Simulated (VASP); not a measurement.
Here is a VASP 6.6.1 calculation.

Contents of INCAR:

```
ALGO = Normal
EDIFF = 1E-6
ENCUT = 500
GGA_COMPAT = False
ISIF = 2
ISMEAR = -1
LASPH = True
LCHARG = False
LREAL = False
LWAVE = False
NBANDS = 15
NELM = 120
PREC = Accurate
SIGMA = 0.05
```

Contents of KPOINTS:

```
k-points
0
Gamma
  10 10 10
```

POSCAR

```
CsCl
1.0
    3.9692269567      0.0000000000      0.0000000000
    0.0000000000      3.9692269567      0.0000000000
    0.0000000000      0.0000000000      3.9692269567
Cs Cl
1 1
Direct
    0.0000000000      0.0000000000      0.0000000000
    0.5000000000      0.5000000000      0.5000000000
```

Potentials or basis: VASP PAW LDA potentials, release 64 (Cs_sv, Cl).

Command:

```console
$ cat potpaw_LDA.64/Cs_sv/POTCAR potpaw_LDA.64/Cl/POTCAR > POTCAR
$ mpirun -np 1 vasp_std > vasp.out
```

**Question.** What does it give for the pressure?

**Answer.** 0.1 GPa.

**Question.** Predict the band gap on the k mesh.

**Answer.** 4.97 eV.

Caveat: spin-orbit coupling is left out, which moves the levels of the heavy elements. A k mesh can miss the band edges.
